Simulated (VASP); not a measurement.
# Cl (Pm-3m) in VASP: single point with PBE

Aim: the single point of Cl with PBE.

Everything below comes from runs of VASP 6.6.1. Logs are shortened: lines on timing, memory, paths and dates and some standing lists are left out, and cuts for length are marked.

## (1) The cell of the first run

Symmetry: Pm-3m, No. 221, cubic system. The conventional cell has a = 4.267 Å, b = 4.267 Å, c = 4.267 Å, α = 90.00°, β = 90.00°, γ = 90.00°. Cl (site symmetry 4/mmm) has 8 Cl at 3.02 Å within 4.0 Å.

## (2) Single point, PBE (Br replaced by Cl, lengths x 0.910, strained)

Contents of INCAR:

```
ALGO = Normal
EDIFF = 1E-7
ENCUT = 520
GGA = PE
ISIF = 2
ISMEAR = 0
LASPH = True
LCHARG = False
LREAL = False
LWAVE = False
NBANDS = 18
NELM = 100
PREC = Accurate
SIGMA = 0.1
```

Contents of KPOINTS:

```
k-points
0
Gamma
  4 4 4
```

Contents of POSCAR:

```
Cl
1.0
    4.2672369341      0.0000000000      0.0000000000
    0.0000000000      4.2672369341      0.0000000000
    0.0000000000      0.0000000000      4.2672369341
Cl
3
Direct
    0.5000000000      0.0000000000      0.0000000000
    0.0000000000      0.5000000000      0.0000000000
    0.0000000000      0.0000000000      0.5000000000
```

Potentials or basis: VASP PAW PBE potentials, release 64 (Cl).

Command:

```bash
$ cat potpaw_PBE.64/Cl/POTCAR > POTCAR
$ mpirun -np 1 vasp_std > vasp.out
```

OUTCAR:

```text
EDIFF = 1E-7
   ENCUT = 520
   GGA = PE
   ISIF = 2
   ISMEAR = 0
   LASPH = True
   LREAL = False
   NELM = 100
   PREC = Accurate

 ion  position               nearest neighbor table
   1  0.500  0.000  0.000-
   2  0.000  0.500  0.000-
   3  0.000  0.000  0.500-

  LATTYP: Found a simple cubic cell.
 ALAT       =     4.2672369341

  Lattice vectors:

 A1 = (   4.2672369341,   0.0000000000,   0.0000000000)
 A2 = (   0.0000000000,   4.2672369341,   0.0000000000)
 A3 = (   0.0000000000,   0.0000000000,   4.2672369341)

Analysis of symmetry for initial positions (statically):
=====================================================================
 Subroutine PRICEL returns:
 Original cell was already a primitive cell.

 Routine SETGRP: Setting up the symmetry group for a
 simple cubic supercell.

 Subroutine GETGRP returns: Found 48 space group operations
 (whereof 48 operations were pure point group operations)
 out of a pool of 48 trial point group operations.

The static configuration has the point symmetry O_h .

Analysis of symmetry for dynamics (positions and initial velocities):
=====================================================================
 Subroutine PRICEL returns:
 Original cell was already a primitive cell.

 Routine SETGRP: Setting up the symmetry group for a
 simple cubic supercell.

 Subroutine GETGRP returns: Found 48 space group operations
 (whereof 48 operations were pure point group operations)
 out of a pool of 48 trial point group operations.

The dynamic configuration has the point symmetry O_h .

 Subroutine INISYM returns: Found 48 space group operations
 (whereof 48 operations are pure point group operations),
 and found     1 'primitive' translations

----------------------------------------------------------------------------------------

                                     Primitive cell

  volume of cell :      77.7034

  direct lattice vectors                    reciprocal lattice vectors
     4.267236934  0.000000000  0.000000000     0.234343678  0.000000000  0.000000000
     0.000000000  4.267236934  0.000000000     0.000000000  0.234343678  0.000000000
     0.000000000  0.000000000  4.267236934     0.000000000  0.000000000  0.234343678

  length of vectors
     4.267236934  4.267236934  4.267236934     0.234343678  0.234343678  0.234343678

  position of ions in fractional coordinates (direct lattice)
     0.500000000  0.000000000  0.000000000
     0.000000000  0.500000000  0.000000000
     0.000000000  0.000000000  0.500000000

  ion indices of the primitive-cell ions
   primitive index   ion index
                 1           1
                 2           2
                 3           3

----------------------------------------------------------------------------------------

 KPOINTS: k-points

Automatic generation of k-mesh.
 Grid dimensions read from file:
 generate k-points for:    4    4    4

 Generating k-lattice:

  Cartesian coordinates                     Fractional coordinates (reciprocal lattice)
     0.058585920  0.000000000  0.000000000     0.250000000  0.000000000  0.000000000
     0.000000000  0.058585920  0.000000000     0.000000000  0.250000000  0.000000000
     0.000000000  0.000000000  0.058585920     0.000000000  0.000000000  0.250000000

  Length of vectors
     0.058585920  0.058585920  0.058585920

  Shift w.r.t. Gamma in fractional coordinates (k-lattice)
     0.000000000  0.000000000  0.000000000

 Subroutine IBZKPT returns following result:
 ===========================================

 Found     10 irreducible k-points:

 Following reciprocal coordinates:
            Coordinates               Weight
  0.000000  0.000000  0.000000      1.000000
  0.250000  0.000000  0.000000      6.000000
  0.500000  0.000000  0.000000      3.000000
  0.250000  0.250000  0.000000     12.000000
  0.500000  0.250000  0.000000     12.000000
  0.500000  0.500000  0.000000      3.000000
  0.250000  0.250000  0.250000      8.000000
  0.500000  0.250000  0.250000     12.000000
  0.500000  0.500000  0.250000      6.000000
  0.500000  0.500000  0.500000      1.000000
   k-points           NKPTS =     10   k-points in BZ     NKDIM =     10   number of bands    NBANDS=     18
   number of dos      NEDOS =    301   number of ions     NIONS =      3
   total plane-waves  NPLWV =  32768
   dimension x,y,z NGX =    32 NGY =   32 NGZ =   32
   dimension x,y,z NGXF=    64 NGYF=   64 NGZF=   64
   ions per type =               3
   NGX,Y,Z   is equivalent  to a cutoff of  12.47, 12.47, 12.47 a.u.
   NGXF,Y,Z  is equivalent  to a cutoff of  24.93, 24.93, 24.93 a.u.
 SYSTEM =  unknown system
   PREC   = accura    normal or accurate (medium, high low for compatibility)
   ISTART =      0    job   : 0-new  1-cont  2-samecut
   ICHARG =      2    charge: 1-file 2-atom 10-const
   ISPIN  =      1    spin polarized calculation?
   LNONCOLLINEAR =      F non collinear calculations
   LSORBIT =      F    spin-orbit coupling
   LASPH  =      T    aspherical Exc in radial PAW
   ENCUT  =  520.0 eV  38.22 Ry    6.18 a.u.   7.93  7.93  7.93*2*pi/ulx,y,z
   NELM   =    100;   NELMIN=  2; NELMDL= -5     # of ELM steps
   EDIFF  = 0.1E-06   stopping-criterion for ELM
   LREAL  =      F    real-space projection
   EDIFFG = 0.1E-05   stopping-criterion for IOM
   NSW    =      0    number of steps for IOM
   IBRION =     -1    ionic relax: 0-MD 1-quasi-New 2-CG
   NFREE  =      0    steps in history (QN), initial steepest desc. (CG)
   ISIF   =      2    stress and relaxation
   ISYM   =      2    0-nonsym 1-usesym 2-fastsym
   POTIM  = 0.5000    time-step for ionic-motion
   TEBEG  =    0.0;   TEEND  =   0.0 temperature during run
   PSTRESS=    0.0 pullay stress
   NELECT =      21.0000    total number of electrons
   NUPDOWN=      -1.0000    fix difference up-down
   EMIN   =  10.00;   EMAX   =-10.00  energy-range for DOS
   EFERMI =   0.00;   METHOD = LEGACY
   ISMEAR =     0;   SIGMA  =   0.10  broadening in eV -4-tet -1-fermi 0-gaus
   EFERMI_NEDOS =   21; number of points for ismear=-14 and -15
   IALGO  =     38    algorithm
   IMIX   =      4    mixing-type and parameters
     AMIX     =   0.40;   BMIX     =  1.00
     AMIX_MAG =   1.60;   BMIX_MAG =  1.00
  volume/ion in A,a.u.               =      25.90       174.79
  Fermi-wavevector in a.u.,A,eV,Ry     =   1.058444  2.000169 15.242654  1.120303
  Thomas-Fermi vector in A             =   2.193753
   LORBIT       =      0    0 simple, 1 ext, 2 COOP (PROOUT), +10 PAW based schemes
   GGA     = PE    functional components
   LHFCALC =     F    Hartree Fock is set to
   AEXX    =    0.0000 exact exchange contribution
   IVDW    =     0    specifies the selected vdW correction
   LEPSILON=     F    determine dielectric tensor
   LRPA    =     F    only Hartree local field effects (RPA)
 non-spin polarized calculation
 Gauss-broadening in eV      SIGMA  =   0.10
  energy-cutoff  :      520.00
  volume of cell :       77.70
 maximum number of plane-waves:      2176
 NGX is ok and might be reduce to    32
   NGX = 15   NGY = 15   NGZ = 15

 number of electron      20.9999993 magnetization

 Free energy of the ion-electron system (eV)
  ---------------------------------------------------
  ext. energy  EPLUGINS =         0.00000000
  ---------------------------------------------------
  free energy    TOTEN  =        -2.99876371 eV

  energy without entropy =       -2.96260729  energy(sigma->0) =       -2.98068550

 E-fermi :   0.1655     XC(G=0):  -8.3641

 val. band max:        0.1484898940   @ k =   0.5000   0.0000   0.0000
 cond. band min:       0.1826446983   @ k =   0.5000   0.2500   0.2500
 fundamental gap:      0.0341548042
 Fermi energy:         0.1655274939

 k-point     1 :       0.0000    0.0000    0.0000
  band No.  band energies     occupation
      1     -14.9683      2.00000
      2     -12.9016      2.00000
      3     -12.9016      2.00000
      4      -3.3699      2.00000
      5      -3.3699      2.00000
      6      -3.3699      2.00000
[... 10 lines left out ...]
     17      10.5407      0.00000
     18      10.5407      0.00000

 k-point     2 :       0.2500    0.0000    0.0000
  band No.  band energies     occupation
      1     -14.7473      2.00000
      2     -13.2205      2.00000
      3     -12.8848      2.00000
      4      -3.1151      2.00000
      5      -3.1151      2.00000
      6      -2.9462      2.00000
[... 10 lines left out ...]
     17      11.2422      0.00000
     18      11.4354      0.00000

 k-point     3 :       0.5000    0.0000    0.0000
  band No.  band energies     occupation
      1     -14.3680      2.00000
      2     -13.6943      2.00000
      3     -12.8677      2.00000
      4      -2.7286      2.00000
      5      -2.7286      2.00000
      6      -1.9501      2.00000
[... 10 lines left out ...]
     17      12.3114      0.00000
     18      12.3114      0.00000

 k-point     4 :       0.2500    0.2500    0.0000
  band No.  band energies     occupation
      1     -14.5377      2.00000
      2     -13.2926      2.00000
      3     -13.0617      2.00000
      4      -3.3914      2.00000
      5      -2.8474      2.00000
      6      -2.2073      2.00000
[... 10 lines left out ...]
     17      11.4255      0.00000
     18      11.6109      0.00000

 k-point     5 :       0.5000    0.2500    0.0000
  band No.  band energies     occupation
      1     -14.1647      2.00000
      2     -13.6630      2.00000
      3     -13.1030      2.00000
      4      -3.0846      2.00000
      5      -2.8721      2.00000
      6      -2.4157      2.00000
[... 10 lines left out ...]
     17      12.1398      0.00000
     18      12.3640      0.00000

 k-point     6 :       0.5000    0.5000    0.0000
  band No.  band energies     occupation
      1     -13.6695      2.00000
      2     -13.6312      2.00000
      3     -13.6312      2.00000
      4      -3.3900      2.00000
      5      -3.2636      2.00000
      6      -1.7129      2.00000
[... 10 lines left out ...]
     17      12.5508      0.00000
     18      12.5509      0.00000

 k-point     7 :       0.2500    0.2500    0.2500
  band No.  band energies     occupation
      1     -14.3474      2.00000
      2     -13.2680      2.00000
      3     -13.2680      2.00000
      4      -3.8636      2.00000
      5      -2.4368      2.00000
      6      -2.4368      2.00000
[... 10 lines left out ...]
     17      11.4767      0.00000
     18      13.0174      0.00000

 k-point     8 :       0.5000    0.2500    0.2500
  band No.  band energies     occupation
      1     -14.0011      2.00000
      2     -13.6324      2.00000
      3     -13.2431      2.00000
      4      -3.9145      2.00000
      5      -2.8991      2.00000
      6      -2.7017      2.00000
[... 10 lines left out ...]
     17      13.0037      0.00000
     18      13.1211      0.00000

 k-point     9 :       0.5000    0.5000    0.2500
  band No.  band energies     occupation
      1     -13.6209      2.00000
      2     -13.6012      2.00000
      3     -13.6012      2.00000
      4      -4.2802      2.00000
      5      -3.3352      2.00000
      6      -2.7493      2.00000
[... 10 lines left out ...]
     17      12.8039      0.00000
     18      12.8043      0.00000

 k-point    10 :       0.5000    0.5000    0.5000
  band No.  band energies     occupation
      1     -13.5707      2.00000
      2     -13.5707      2.00000
      3     -13.5707      2.00000
      4      -4.8669      2.00000
      5      -3.2787      2.00000
      6      -3.2787      2.00000
[... 10 lines left out ...]
     17      14.0103      0.00000
     18      14.0103      0.00000

------------------------ aborting loop because EDIFF is reached ----------------------------------------

  FORCE on cell =-STRESS in cart. coord.  units (eV):
  Direction    XX          YY          ZZ          XY          YZ          ZX
  --------------------------------------------------------------------------------------
  -------------------------------------------------------------------------------------
  Total       -0.4761782     -0.4761782     -0.4761782     -0.0000000      0.0000000      0.0000000
  in kB       -9.8183789     -9.8183789     -9.8183789     -0.0000000      0.0000000      0.0000000
  external PRESSURE =      -9.8183789 kB  Pullay stress =       0.0000000 kB

 VOLUME and BASIS-vectors are now :
 -----------------------------------------------------------------------------
  energy-cutoff  :      520.00
  volume of cell :       77.70
      direct lattice vectors                 reciprocal lattice vectors
     4.267236934  0.000000000  0.000000000     0.234343678  0.000000000  0.000000000
     0.000000000  4.267236934  0.000000000     0.000000000  0.234343678  0.000000000
     0.000000000  0.000000000  4.267236934     0.000000000  0.000000000  0.234343678

 POSITION                                       TOTAL-FORCE (eV/Angst)
 -----------------------------------------------------------------------------------
      2.13362      0.00000      0.00000         0.000000      0.000000      0.000000
      0.00000      2.13362      0.00000         0.000000      0.000000      0.000000
      0.00000      0.00000      2.13362         0.000000      0.000000      0.000000
 -----------------------------------------------------------------------------------
    total drift:                                0.000000      0.000000     -0.000000

  FREE ENERGIE OF THE ION-ELECTRON SYSTEM (eV)
  ---------------------------------------------------
  free  energy   TOTEN  =        -2.9987637076 eV

  energy  without entropy=       -2.9626072876  energy(sigma->0) =       -2.98068550
```

Wall time 5.7 s (1 thread of AMD EPYC 9R45 (Zen 5), shared host); peak memory 0.14 GiB.

Results:

| Property | Result |
| --- | --- |
| Free energy | -2.9988 eV |
| Pressure | -1.0 GPa |
| Band gap on the k mesh | zero (an odd number of electrons rules out a gap without spin polarisation) |

Caveat: the k points lie up to 0.37 Å⁻¹ apart, too coarse for converged energies and pressures of a metal; the cell differs from its parent crystal (Br replaced by Cl, lengths x 0.910, strained); an odd number of electrons without spin polarisation forces a metal; a magnetic or distorted state may lie lower.
